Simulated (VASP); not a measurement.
# Ca in VASP: further runs

Runs on Ca. Level: PBE. Tasks: single point.

Program: VASP 6.6.1. These are calculated values, not measurements. Logs are shortened: lines on timing, memory, paths and dates and some standing lists are left out, and cuts for length are marked.

### Step 1. The cell of the first run

The typed cell holds 4 atoms: a = 3.906 Å, b = 3.906 Å, c = 13.536 Å, α = 106.17°, β = 106.17°, γ = 60.02°.

### Step 2. Single point, PBE

File INCAR:

```
ALGO = Normal ; EDIFF = 1E-6
ENCUT = 520 ; GGA = PE
ISIF = 2 ; ISMEAR = 0
LASPH = T ; LCHARG = F
LREAL = F ; LWAVE = F
NBANDS = 28 ; NELM = 60
PREC = Accurate ; SIGMA = 0.1
```

File KPOINTS:

```
k-points
0
Gamma
  4 4 2
```

File POSCAR:

```
Ca
1.0
    3.3608893075     -1.9538216350     -0.3839373848
    3.3608893075      1.9538216350     -0.3839373848
   -2.8691898924      0.0000000000     13.2280933664
Ca
4
Direct
    0.7498751821      0.7503991138      0.1250032967
    0.2496008862      0.2501248179      0.3749967033
    0.2501248179      0.2496008862      0.8749967033
    0.7503991138      0.7498751821      0.6250032967
```

Potentials or basis: VASP PAW PBE potentials, release 64 (Ca_sv).

Command:

```
cat potpaw_PBE.64/Ca_sv/POTCAR > POTCAR
mpirun -np 1 vasp_std > vasp.out
```

OUTCAR:

```text
EDIFF = 1E-6
   ENCUT = 520
   GGA = PE
   ISIF = 2
   ISMEAR = 0
   LASPH = T
   LREAL = F
   NELM = 60
   PREC = Accurate

 ion  position               nearest neighbor table
   1  0.750  0.750  0.125-
   2  0.250  0.250  0.375-
   3  0.250  0.250  0.875-
   4  0.750  0.750  0.625-

  Warning from LATTYP: Got some problem with cell dimensions!
  Tried to take original basis but could not verify dimensions!
  LATTYP: Found a base centered monoclinic cell.
 ALAT       =     6.7654962428
 B/A-ratio  =     0.5775841313
 C/A-ratio  =     1.9277550308
 COS(beta)  =    -0.1850509990

  Lattice vectors:

 A1 = (  -3.3608893075,   1.9538216350,   0.3839373848)
 A2 = (  -3.3608893075,  -1.9538216350,   0.3839373848)
 A3 = (   3.8525887226,   0.0000000000,  12.4602185968)

Analysis of symmetry for initial positions (statically):
=====================================================================
 Subroutine PRICEL returns:
 Original cell was already a primitive cell.

 Routine SETGRP: Setting up the symmetry group for a
 base centered monoclinic supercell.

 Subroutine GETGRP returns: Found  4 space group operations
 (whereof  2 operations were pure point group operations)
 out of a pool of  4 trial point group operations.

The static configuration has the point symmetry S_2 .
 The point group associated with its full space group is C_2h.

Analysis of symmetry for dynamics (positions and initial velocities):
=====================================================================
 Subroutine PRICEL returns:
 Original cell was already a primitive cell.

 Routine SETGRP: Setting up the symmetry group for a
 base centered monoclinic supercell.

 Subroutine GETGRP returns: Found  4 space group operations
 (whereof  2 operations were pure point group operations)
 out of a pool of  4 trial point group operations.

The dynamic configuration has the point symmetry S_2 .
 The point group associated with its full space group is C_2h.

 Subroutine INISYM returns: Found  4 space group operations
 (whereof  2 operations are pure point group operations),
 and found     1 'primitive' translations

----------------------------------------------------------------------------------------

                                     Primitive cell

  volume of cell :     169.4220

  direct lattice vectors                    reciprocal lattice vectors
     3.360889307 -1.953821635 -0.383937385     0.152550051 -0.255908723  0.033088296
     3.360889307  1.953821635 -0.383937385     0.152550051  0.255908723  0.033088296
    -2.869189892  0.000000000 13.228093366     0.008855345  0.000000000  0.077517420

  length of vectors
     3.906456685  3.906456685 13.535682648     0.299759283  0.299759283  0.078021584

  position of ions in fractional coordinates (direct lattice)
     0.749875182  0.750399114  0.125003297
     0.249600886  0.250124818  0.374996703
     0.250124818  0.249600886  0.874996703
     0.750399114  0.749875182  0.625003297

  ion indices of the primitive-cell ions
   primitive index   ion index
                 1           1
                 2           2
                 3           3
                 4           4

----------------------------------------------------------------------------------------

 KPOINTS: k-points

Automatic generation of k-mesh.
 Grid dimensions read from file:
 generate k-points for:    4    4    2

 Generating k-lattice:

  Cartesian coordinates                     Fractional coordinates (reciprocal lattice)
     0.038137513 -0.063977181  0.008272074     0.250000000 -0.000000000  0.000000000
     0.038137513  0.063977181  0.008272074    -0.000000000  0.250000000  0.000000000
     0.004427673  0.000000000  0.038758710     0.000000000  0.000000000  0.500000000

  Length of vectors
     0.074939821  0.074939821  0.039010792

  Shift w.r.t. Gamma in fractional coordinates (k-lattice)
     0.000000000  0.000000000  0.000000000

 Subroutine IBZKPT returns following result:
 ===========================================

 Found     14 irreducible k-points:

 Following reciprocal coordinates:
            Coordinates               Weight
  0.000000  0.000000  0.000000      1.000000
  0.250000 -0.000000  0.000000      4.000000
  0.500000 -0.000000  0.000000      2.000000
  0.250000  0.250000  0.000000      2.000000
  0.500000  0.250000  0.000000      4.000000
 -0.250000  0.250000  0.000000      2.000000
  0.500000  0.500000  0.000000      1.000000
  0.000000  0.000000  0.500000      1.000000
  0.250000 -0.000000  0.500000      4.000000
  0.500000 -0.000000  0.500000      2.000000
  0.250000  0.250000  0.500000      2.000000
  0.500000  0.250000  0.500000      4.000000
 -0.250000  0.250000  0.500000      2.000000
  0.500000  0.500000  0.500000      1.000000
   k-points           NKPTS =     14   k-points in BZ     NKDIM =     14   number of bands    NBANDS=     28
   number of dos      NEDOS =    301   number of ions     NIONS =      4
   total plane-waves  NPLWV =  97200
   dimension x,y,z NGX =    30 NGY =   30 NGZ =  108
   dimension x,y,z NGXF=    60 NGYF=   60 NGZF=  216
   ions per type =               4
   NGX,Y,Z   is equivalent  to a cutoff of  12.77, 12.77, 13.26 a.u.
   NGXF,Y,Z  is equivalent  to a cutoff of  25.53, 25.53, 26.53 a.u.
 SYSTEM =  unknown system
   PREC   = accura    normal or accurate (medium, high low for compatibility)
   ISTART =      0    job   : 0-new  1-cont  2-samecut
   ICHARG =      2    charge: 1-file 2-atom 10-const
   ISPIN  =      1    spin polarized calculation?
   LNONCOLLINEAR =      F non collinear calculations
   LSORBIT =      F    spin-orbit coupling
   LASPH  =      T    aspherical Exc in radial PAW
   ENCUT  =  520.0 eV  38.22 Ry    6.18 a.u.   7.26  7.26 25.17*2*pi/ulx,y,z
   NELM   =     60;   NELMIN=  2; NELMDL= -5     # of ELM steps
   EDIFF  = 0.1E-05   stopping-criterion for ELM
   LREAL  =      F    real-space projection
   EDIFFG = 0.1E-04   stopping-criterion for IOM
   NSW    =      0    number of steps for IOM
   IBRION =     -1    ionic relax: 0-MD 1-quasi-New 2-CG
   NFREE  =      0    steps in history (QN), initial steepest desc. (CG)
   ISIF   =      2    stress and relaxation
   ISYM   =      2    0-nonsym 1-usesym 2-fastsym
   POTIM  = 0.5000    time-step for ionic-motion
   TEBEG  =    0.0;   TEEND  =   0.0 temperature during run
   PSTRESS=    0.0 pullay stress
   NELECT =      40.0000    total number of electrons
   NUPDOWN=      -1.0000    fix difference up-down
   EMIN   =  10.00;   EMAX   =-10.00  energy-range for DOS
   EFERMI =   0.00;   METHOD = LEGACY
   ISMEAR =     0;   SIGMA  =   0.10  broadening in eV -4-tet -1-fermi 0-gaus
   EFERMI_NEDOS =   21; number of points for ismear=-14 and -15
   IALGO  =     38    algorithm
   IMIX   =      4    mixing-type and parameters
     AMIX     =   0.40;   BMIX     =  1.00
     AMIX_MAG =   1.60;   BMIX_MAG =  1.00
  volume/ion in A,a.u.               =      42.36       285.83
  Fermi-wavevector in a.u.,A,eV,Ry     =   1.011824  1.912070 13.929473  1.023787
  Thomas-Fermi vector in A             =   2.144897
   LORBIT       =      0    0 simple, 1 ext, 2 COOP (PROOUT), +10 PAW based schemes
   GGA     = PE    functional components
   LHFCALC =     F    Hartree Fock is set to
   AEXX    =    0.0000 exact exchange contribution
   IVDW    =     0    specifies the selected vdW correction
   LEPSILON=     F    determine dielectric tensor
   LRPA    =     F    only Hartree local field effects (RPA)
 non-spin polarized calculation
 Gauss-broadening in eV      SIGMA  =   0.10
  energy-cutoff  :      520.00
  volume of cell :      169.42
 maximum number of plane-waves:      4596
 NGX is ok and might be reduce to    30
   NGX = 15   NGY = 15   NGZ = 51

 number of electron      39.9999998 magnetization

 Free energy of the ion-electron system (eV)
  ---------------------------------------------------
  ext. energy  EPLUGINS =         0.00000000
  ---------------------------------------------------
  free energy    TOTEN  =        -7.86134047 eV

  energy without entropy =       -7.84720049  energy(sigma->0) =       -7.85427048

 E-fermi :   1.9521     XC(G=0):  -7.7289

 val. band max:        1.9432948630   @ k =   0.5000   0.5000   0.5000
 cond. band min:       1.9849154563   @ k =   0.5000  -0.0000   0.5000
 fundamental gap:      0.0416205933
 Fermi energy:         1.9520857802

 k-point     1 :       0.0000    0.0000    0.0000
  band No.  band energies     occupation
      1     -40.1178      2.00000
      2     -40.1113      2.00000
      3     -40.1113      2.00000
      4     -40.1048      2.00000
      5     -21.1630      2.00000
      6     -21.0964      2.00000
[... 20 lines left out ...]
     27       4.2754      0.00000
     28       4.2846      0.00000

 k-point     2 :       0.2500   -0.0000    0.0000
  band No.  band energies     occupation
      1     -40.1114      2.00000
      2     -40.1082      2.00000
      3     -40.1054      2.00000
      4     -40.1022      2.00000
      5     -21.1362      2.00000
      6     -21.1239      2.00000
[... 20 lines left out ...]
     27       4.0407      0.00000
     28       4.3451      0.00000

 k-point     3 :       0.5000   -0.0000    0.0000
  band No.  band energies     occupation
      1     -40.1043      2.00000
      2     -40.1023      2.00000
      3     -40.1023      2.00000
      4     -40.1003      2.00000
      5     -21.1714      2.00000
      6     -21.1611      2.00000
[... 20 lines left out ...]
     27       3.3239      0.00000
     28       4.1085      0.00000

 k-point     4 :       0.2500    0.2500    0.0000
  band No.  band energies     occupation
      1     -40.1113      2.00000
      2     -40.1088      2.00000
      3     -40.1048      2.00000
      4     -40.1023      2.00000
      5     -21.1422      2.00000
      6     -21.1241      2.00000
[... 268 lines left out ...]
     27       3.3599      0.00000
     28       3.3667      0.00000

 k-point    13 :      -0.2500    0.2500    0.5000
  band No.  band energies     occupation
      1     -40.1037      2.00000
      2     -40.1037      2.00000
      3     -40.1009      2.00000
      4     -40.1009      2.00000
      5     -21.1418      2.00000
      6     -21.1418      2.00000
[... 20 lines left out ...]
     27       3.4972      0.00000
     28       3.4972      0.00000

 k-point    14 :       0.5000    0.5000    0.5000
  band No.  band energies     occupation
      1     -40.1040      2.00000
      2     -40.1040      2.00000
      3     -40.1005      2.00000
      4     -40.1005      2.00000
      5     -21.1606      2.00000
      6     -21.1606      2.00000
[... 20 lines left out ...]
     27       3.8857      0.00000
     28       3.8857      0.00000

------------------------ aborting loop because EDIFF is reached ----------------------------------------

  FORCE on cell =-STRESS in cart. coord.  units (eV):
  Direction    XX          YY          ZZ          XY          YZ          ZX
  --------------------------------------------------------------------------------------
  -------------------------------------------------------------------------------------
  Total        0.0027194      0.0940642      0.0250543      0.0000000      0.0000000     -0.0818782
  in kB        0.0257166      0.8895388      0.2369313      0.0000000      0.0000000     -0.7742993
  external PRESSURE =       0.3840623 kB  Pullay stress =       0.0000000 kB

 VOLUME and BASIS-vectors are now :
 -----------------------------------------------------------------------------
  energy-cutoff  :      520.00
  volume of cell :      169.42
      direct lattice vectors                 reciprocal lattice vectors
     3.360889307 -1.953821635 -0.383937385     0.152550051 -0.255908723  0.033088296
     3.360889307  1.953821635 -0.383937385     0.152550051  0.255908723  0.033088296
    -2.869189892  0.000000000 13.228093366     0.008855345  0.000000000  0.077517420

 POSITION                                       TOTAL-FORCE (eV/Angst)
 -----------------------------------------------------------------------------------
      4.68360      0.00102      1.07754        -0.000708     -0.000382     -0.000056
      0.60359      0.00102      4.76863         0.000708     -0.000382      0.000056
     -0.83101     -0.00102     11.38267         0.000708      0.000382      0.000056
      3.24900     -0.00102      7.69159        -0.000708      0.000382     -0.000056
 -----------------------------------------------------------------------------------
    total drift:                               -0.000000     -0.000000      0.000000

  FREE ENERGIE OF THE ION-ELECTRON SYSTEM (eV)
  ---------------------------------------------------
  free  energy   TOTEN  =        -7.8613404682 eV

  energy  without entropy=       -7.8472004930  energy(sigma->0) =       -7.85427048
```

Wall time 41 s (1 thread of Intel Xeon 6975P-C (Granite Rapids), shared host); peak memory 0.3 GiB.

What came out:

| Property | Result |
| --- | --- |
| Free energy | -7.8613 eV |
| Pressure | 0.0 GPa |
| Band gap on the k mesh | zero (band 20 reaches 2.14 eV, above the bottom of band 21 at 1.76 eV) |

Caveat: the k points lie up to 0.47 Å⁻¹ apart.

### Step 3. Single point, PBE

This run uses another cell than the first one, of 42.15 Å³/atom, 0.995 times its volume.

File INCAR:

```
SYSTEM = Ca
  ALGO = Fast
  EDIFF = 1E-6
  ENCUT = 520
  GGA = PE
  ISIF = 2
  ISMEAR = 0
  LASPH = .True.
  LCHARG = .False.
  LREAL = .False.
  LWAVE = .False.
  NBANDS = 28
  NELM = 100
  PREC = Accurate
  SIGMA = 0.1
```

File KPOINTS:

```
k-points
0
Gamma
  8 8 8
  0 0 0
```

File POSCAR:

```
Ca
1.0
    5.5245321496      0.0000000000      0.0000000000
    0.0000000000      5.5245321496      0.0000000000
    0.0000000000      0.0000000000      5.5245321496
Ca
4
Direct
    0.0000000000      0.0000000000      0.0000000000
    0.5000000000      1.0000000000      0.5000000000
    0.5000000000      0.5000000000      1.0000000000
    1.0000000000      0.5000000000      0.5000000000
```

Potentials or basis: VASP PAW PBE potentials, release 64 (Ca_sv).

Command:

```
cat potpaw_PBE.64/Ca_sv/POTCAR > POTCAR
mpirun -np 1 vasp_std > vasp.out
```

Run time: 90 s. Hardware: 1 thread of Intel Xeon 6975P-C (Granite Rapids), shared host; peak memory 0.31 GiB.

It converged, with:

```yaml
Free_energy: -7.7301 eV
Pressure: 0.0 GPa
Band_gap_on_the_k_mesh: zero (band 20 reaches 2.16 eV, above the bottom of band 21 at 1.80 eV)
```

Levels at points of the mesh, in eV from the Fermi level:
```csv
k point,band 17,band 18,band 19,band 20,band 21,band 22,band 23,band 24
"(0.00, 0.00, 0.00)",-4.03,-0.46,-0.46,-0.46,0.57,0.57,0.57,0.96
"(0.50, 0.00, 0.00)",-2.69,-2.69,0.19,0.19,0.69,0.69,0.69,0.69
"(0.50, 0.50, 0.00)",-1.53,-1.53,-1.53,-1.53,0.96,0.96,0.96,0.96
"(0.50, 0.50, 0.50)",-0.99,-0.99,-0.99,-0.99,-0.17,-0.17,-0.17,-0.17
```
